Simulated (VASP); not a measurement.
Here is a VASP 6.6.1 calculation.

File INCAR:

```
SYSTEM = RuCl
PREC = Accurate
ENCUT = 520
EDIFF = 1E-6
ISMEAR = 0
SIGMA = 0.1
LREAL = .FALSE.
LASPH = .TRUE.
NELM = 150
ALGO = Normal
ISIF = 2
LWAVE = .FALSE.
LCHARG = .FALSE.
ISPIN = 2
MAGMOM = 1 0
LORBIT = 11
LMAXMIX = 4
GGA = PE
NBANDS = 22
```

The input KPOINTS:

```
Automatic mesh
0
G
  6 6 6
  0 0 0
```

The input POSCAR:

```
RuCl
1.0
    3.4179533600      0.0000000000      0.0000000000
    0.0000000000      3.4179533600      0.0000000000
    0.0000000000      0.0000000000      3.4179533600
Ru Cl
1 1
Direct
    0.5000000000      0.5000000000      0.5000000000
    0.0000000000      0.0000000000      0.0000000000
```

Potentials or basis: VASP PAW PBE potentials, release 64 (Ru_pv, Cl).

Run with:

```console
$ cat potpaw_PBE.64/Ru_pv/POTCAR potpaw_PBE.64/Cl/POTCAR > POTCAR
$ mpirun -np 1 vasp_std > vasp.out
```

**Question.** What does it give for the net moment?

**Answer.** 3.02 μB per cell.

**Question.** What does it give for the band gap on the k mesh?

**Answer.** Zero (filled and empty bands overlap).

**Question.** What does it give for the pressure?

**Answer.** -7.8 GPa.

**Question.** Predict the site moments.

**Answer.** Ru +2.65; Cl +0.19 μB.
